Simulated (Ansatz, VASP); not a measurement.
## Two plane-wave programs on Ca

```
CELL_PARAMETERS angstrom
1.94801 -3.37112 0.00105
-5.59176 -3.22646 -0.01253
-0.01099 -0.00640 -6.75564
ATOMIC_POSITIONS crystal
Ca 0.74911 0.99945 0.66595
Ca 0.24959 0.00012 0.16599
Ca 0.25041 0.49995 0.83413
Ca 0.75089 0.50049 0.33393
```

Change from the starting cell: cell x4, atoms moved at random (sigma 0.05 Å) and cell strained at random (1.5 %), then relaxed without symmetry.

Alike in both runs: functional PBE; k mesh 6 × 4 × 4; occupations gaussian, width 0.2 eV; no spin polarisation.

Ansatz relaxed the structure, and its values are those at the end. VASP's run is a single point on that final structure, the one shown.

|  | VASP | Ansatz |
| --- | --- | --- |
| version | VASP 6.6.1 | Ansatz 0.2.0 |
| potentials or method | VASP PAW PBE potentials, release 64 (Ca_sv), cutoff 520 eV | scalar-relativistic, plane waves, PAW |
| valence electrons in the cell | 40 | 40 |

```csv
,VASP,Ansatz,Ansatz less VASP
gap on the k mesh at the Fermi level (eV),none,none,-
pressure (GPa),0.0,0.0,-0.01
rms of the force components (eV/Å),0.003,0.003,0.0000
```

A gap of «none» marks a metal or a gap that the smearing closes.
